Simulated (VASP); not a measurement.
# MgO (P1) in VASP: a series of runs, part 3 of 3

VASP 6.6.1.

### 4 Single point, PBEsol (atom 6 (O) moved by -0.520 Å along [1 0 0] and -0.520 Å along [0 0 1])

The input, INCAR:

```
SYSTEM = MgO
ALGO = Normal
EDIFF = 1E-7
ENCUT = 520
GGA = PS
ISIF = 2
ISMEAR = 0
LASPH = .True.
LCHARG = .True.
LELF = .True.
LREAL = .False.
LVHAR = .True.
LWAVE = .False.
NBANDS = 26
NELM = 80
PREC = Accurate
SIGMA = 0.05
```

The input, KPOINTS:

```
k-points
0
Gamma
  9 9 4
  0 0 0
```

The input, POSCAR:

```
MgO
1.0
    3.2553371795      0.0000000000      0.0000000000
   -1.6276685897      2.8192046953      0.0000000000
    0.0000000000      0.0000000000     10.4149514991
Mg O
4 4
Direct
    0.3333333333      0.6666666667      0.9695963559
    0.0000000000      0.0000000000      0.2209473890
    0.0000000000      0.0000000000      0.7209473890
    0.6666666667      0.3333333333      0.4695963559
    0.3333333333      0.6666666667      0.7799156657
   -0.1597376773      0.0000000000      0.4796105484
    0.0000000000      0.0000000000      0.0295387694
    0.6666666667      0.3333333333      0.2799156657
```

Potentials or basis: VASP PAW PBE potentials, release 64 (Mg, O).

On the command line:

```bash
$ cat potpaw_PBE.64/Mg/POTCAR potpaw_PBE.64/O/POTCAR > POTCAR
$ mpirun -np 1 vasp_std > vasp.out
```

OUTCAR:

```text
SYSTEM = MgO
   EDIFF = 1E-7
   ENCUT = 520
   GGA = PS
   ISIF = 2
   ISMEAR = 0
   LASPH = .True.
   LREAL = .False.
   NELM = 80
   PREC = Accurate

 ion  position               nearest neighbor table
   1  0.333  0.667  0.970-   5 1.98   7 1.98   7 1.98   7 1.98   3 3.20   3 3.20   3 3.20   2 3.22
                             2 3.22   2 3.22
   2  0.000  0.000  0.221-   8 1.98   8 1.98   8 1.98   7 1.99   6 2.74   4 3.20   4 3.20   4 3.20
                             1 3.22   1 3.22   1 3.22
   3  0.000  0.000  0.721-   5 1.98   5 1.98   5 1.98   6 2.57   1 3.20   1 3.20   1 3.20   4 3.22
                             4 3.22   4 3.22
   4  0.667  0.333  0.470-   6 1.46   6 1.95   8 1.98   6 2.35   2 3.20   2 3.20   2 3.20   3 3.22
                             3 3.22   3 3.22
   5  0.333  0.667  0.780-   1 1.98   3 1.98   3 1.98   3 1.98
   6  0.840  0.000  0.480-   4 1.46   4 1.95   4 2.35   3 2.57   2 2.74
   7  0.000  0.000  0.030-   1 1.98   1 1.98   1 1.98   2 1.99
   8  0.667  0.333  0.280-   4 1.98   2 1.98   2 1.98   2 1.98

  LATTYP: Found a hexagonal cell.
 ALAT       =     3.2553371795
 C/A-ratio  =     3.1993464655

  Lattice vectors:

 A1 = (   3.2553371795,   0.0000000000,   0.0000000000)
 A2 = (  -1.6276685897,   2.8192046953,   0.0000000000)
 A3 = (   0.0000000000,   0.0000000000,  10.4149514991)

[... 190 lines left out ...]
 fundamental gap:      1.4104234189
 Fermi energy:         2.2357581191

 k-point     1 :       0.0000    0.0000    0.0000
  band No.  band energies     occupation
      1     -16.1131      2.00000
      2     -14.8317      2.00000
      3     -14.7529      2.00000
      4     -13.3066      2.00000
      5      -2.9771      2.00000
      6      -1.1891      2.00000
[... 685 lines left out ...]
     25      12.8598      0.00000
     26      13.4305      0.00000

 [... further k-points ...]
[... 5 lines left out ...]
  --------------------------------------------------------------------------------------
  -------------------------------------------------------------------------------------
  Total       14.3503744     11.8538819     -0.5718154    -13.9998236     -1.6178917      1.4918500
  in kB      240.5436930    198.6970136     -9.5848777   -234.6676936    -27.1194066     25.0066715
  external PRESSURE =     143.2186096 kB  Pullay stress =       0.0000000 kB

 VOLUME and BASIS-vectors are now :
 -----------------------------------------------------------------------------
  energy-cutoff  :      520.00
  volume of cell :       95.58
      direct lattice vectors                 reciprocal lattice vectors
     3.255337180  0.000000000  0.000000000     0.307187841  0.177354983  0.000000000
    -1.627668590  2.819204695  0.000000000     0.000000000  0.354709965  0.000000000
     0.000000000  0.000000000 10.414951499     0.000000000  0.000000000  0.096015810

 POSITION                                       TOTAL-FORCE (eV/Angst)
 -----------------------------------------------------------------------------------
     -0.00000      1.87947     10.09830        -0.001036     -0.001944      0.949162
      0.00000      0.00000      2.30116        -0.075266     -0.001635      0.985204
      0.00000      0.00000      7.50863        -0.295337     -0.000147     -0.176388
      1.62767      0.93973      4.89082       -14.888373     11.657967     -3.698984
     -0.00000      1.87947      8.12278        -0.038571     -0.034114     -0.877862
      2.73534      0.00000      4.99512        15.596052    -11.756153      5.069886
      0.00000      0.00000      0.30764         0.002268      0.000309     -0.960552
      1.62767      0.93973      2.91531        -0.299737      0.135718     -1.290466
 -----------------------------------------------------------------------------------
    total drift:                               -0.000159      0.000289     -0.001335

  FREE ENERGIE OF THE ION-ELECTRON SYSTEM (eV)
  ---------------------------------------------------
  free  energy   TOTEN  =       -44.4626154890 eV

  energy  without entropy=      -44.4626154890  energy(sigma->0) =      -44.46261549
```

stdout:

```text
POSCAR found type information on POSCAR MgO
 POSCAR found :  2 types and       8 ions
 scaLAPACK will be used
 -----------------------------------------------------------------------------
|                                                                             |
|                                                                             |
|     You enforced a specific xc type in the INCAR file but a different       |
|     I HOPE YOU KNOW WHAT YOU ARE DOING!                                     |
|                                                                             |
 -----------------------------------------------------------------------------

 LDA part: xc-table for (Slater+PW92), standard interpolation
 POSCAR, INCAR and KPOINTS ok, starting setup
 FFT: planning ... GRIDC
 FFT: planning ... GRID_SOFT
 FFT: planning ... GRID
 WAVECAR not read
 entering main loop
```

It took 14 min on 1 thread of Oxide Virtual Turin-like, shared host; peak memory 0.39 GiB.

Results:

- Free energy: -44.4626 eV
- Pressure: 14.3 GPa
- Largest force: 20.178 eV/Å
- Band gap on the k mesh: 1.41 eV, direct

Forces on the atoms (eV/Å):
```
Mg   -0.001  -0.002   0.949
Mg   -0.075  -0.002   0.985
Mg   -0.295   0.000  -0.176
Mg  -14.888  11.658  -3.699
O    -0.039  -0.034  -0.878
O    15.596 -11.756   5.070
O     0.002   0.000  -0.961
O    -0.300   0.136  -1.290
```

Stress tensor (GPa, compression positive):
```
 24.05 -23.47   2.50
-23.47  19.87  -2.71
  2.50  -2.71  -0.96
```

Levels at points of the mesh, in eV from the valence-band top:
```
           k point  band 13  band 14  band 15  band 16  band 17  band 18  band 19  band 20
(0.00, 0.00, 0.00)    -1.26    -0.64    -0.10     0.00     1.41     4.14     4.94     7.71
(0.00, 0.00, 0.50)    -1.33    -1.03    -0.10     0.00     1.89     3.40     5.86     6.64
```

Caveat: the cell differs from its parent crystal (atom 6 (O) moved by -0.520 Å along [1 0 0] and -0.520 Å along [0 0 1]); the PAW data sets were made with another functional, which shifts forces and pressure a little.

### 5 Single point, PBEsol (atom 6 (O) moved by -0.260 Å along [1 0 0] and +0.520 Å along [0 0 1])

The input, INCAR:

```
SYSTEM = MgO
ALGO = Normal ; EDIFF = 1E-6
ENCUT = 520 ; GGA = PS
ISIF = 2 ; ISMEAR = 0
LASPH = .True. ; LCHARG = .False.
LREAL = .False. ; LWAVE = .False.
NBANDS = 26 ; NELM = 60
PREC = Accurate ; SIGMA = 0.05
```

KPOINTS is that of step 4.

Changes to POSCAR since step 4:

```diff
@@ -13,3 +13,3 @@
     0.3333333333      0.6666666667      0.7799156657
-   -0.1597376773      0.0000000000      0.4796105484
+   -0.0798688387      0.0000000000      0.5794669904
     0.0000000000      0.0000000000      0.0295387694
```

On the command line:

```bash
$ cat potpaw_PBE.64/Mg/POTCAR potpaw_PBE.64/O/POTCAR > POTCAR
$ mpirun -np 1 vasp_std > vasp.out
```

It took 10 min on 1 thread of Oxide Virtual Turin-like, shared host; peak memory 0.39 GiB.

Results (log left out):

| Property | Result |
| --- | --- |
| Free energy | -45.3978 eV |
| Pressure | 10.7 GPa |
| Largest force | 18.822 eV/Å |
| Band gap on the k mesh | 1.28 eV, direct |

Forces in eV/Å, atoms in the order of the input:
```
Mg   -0.002  -0.001  -0.998
Mg   -0.010   0.000  -1.017
Mg    2.435   0.003  14.957
Mg   -0.469   0.240   2.662
O    -0.119  -0.048   1.173
O    -1.811  -0.201 -18.734
O     0.001   0.000   1.016
O    -0.024   0.007   0.941
```

Stress tensor (GPa, compression positive):
```
 0.42  0.62  6.67
 0.62 -0.90 -0.66
 6.67 -0.66 32.60
```

Levels at points of the mesh, in eV from the valence-band top:
| k point | band 14 | band 15 | band 16 | band 17 | band 18 | band 19 |
| --- | --- | --- | --- | --- | --- | --- |
| (0.00, 0.00, 0.00) | -0.91 | -0.08 | 0.00 | 1.28 | 4.01 | 4.73 |
| (0.00, 0.00, 0.50) | -1.11 | -0.08 | 0.00 | 1.65 | 3.33 | 5.84 |

Caveat: the cell differs from its parent crystal (atom 6 (O) moved by -0.260 Å along [1 0 0] and +0.520 Å along [0 0 1]); the PAW data sets were made with another functional, which shifts forces and pressure a little. A k mesh can miss the band edges.

### 6 Single point, PBEsol (atom 6 (O) moved by -0.520 Å along [1 0 0] and -0.130 Å along [0 0 1])

The input, INCAR:

```
SYSTEM = MgO
PREC = Accurate
ENCUT = 520
EDIFF = 1E-6
ISMEAR = 0
SIGMA = 0.05
LREAL = .FALSE.
LASPH = .TRUE.
NELM = 100
ALGO = Normal
ISIF = 2
LWAVE = .FALSE.
LCHARG = .TRUE.
GGA = PS
LELF = .TRUE.
LVHAR = .TRUE.
NBANDS = 26
```

The input, KPOINTS:

```
regular mesh
0
G
  9 9 4
  0 0 0
```

Changes to POSCAR since step 5:

```diff
@@ -13,3 +13,3 @@
     0.3333333333      0.6666666667      0.7799156657
-   -0.0798688387      0.0000000000      0.5794669904
+   -0.1597376773      0.0000000000      0.5170567142
     0.0000000000      0.0000000000      0.0295387694
```

Potentials or basis: VASP PAW PBE potentials, release 64 (Mg, O).

On the command line:

```bash
$ cat potpaw_PBE.64/Mg/POTCAR potpaw_PBE.64/O/POTCAR > POTCAR
$ mpirun -np 1 vasp_std > vasp.out
```

It took 6.2 min on 1 thread of Oxide Virtual Turin-like, shared host; peak memory 0.4 GiB.

The run converged. Its results:

```
Free energy            : -46.6829 eV
Pressure               : 8.3 GPa
Largest force          : 13.592 eV/Å
Band gap on the k mesh : 3.12 eV, direct
```

Forces on the atoms (eV/Å):
```
Mg  -0.003 -0.003  0.253
Mg  -0.052  0.000  0.229
Mg  -0.371 -0.003 -0.562
Mg  -9.462  7.436 -4.390
O   -0.076 -0.062 -0.202
O   10.102 -7.439  5.230
O    0.001  0.000 -0.251
O   -0.140  0.070 -0.306
```

Stress tensor (GPa, compression positive):
```
 12.98 -13.70   6.99
-13.70  10.37  -6.78
  6.99  -6.78   1.63
```

Levels at points of the mesh, in eV from the valence-band top:
| k point | band 13 | band 14 | band 15 | band 16 | band 17 | band 18 | band 19 | band 20 |
| --- | --- | --- | --- | --- | --- | --- | --- | --- |
| (0.00, 0.00, 0.00) | -0.27 | -0.12 | -0.08 | 0.00 | 3.12 | 5.46 | 5.66 | 8.34 |
| (0.00, 0.00, 0.50) | -0.45 | -0.13 | -0.10 | -0.06 | 3.79 | 4.19 | 7.02 | 7.27 |

Caveat: the cell differs from its parent crystal (atom 6 (O) moved by -0.520 Å along [1 0 0] and -0.130 Å along [0 0 1]); the PAW data sets were made with another functional, which shifts forces and pressure a little.
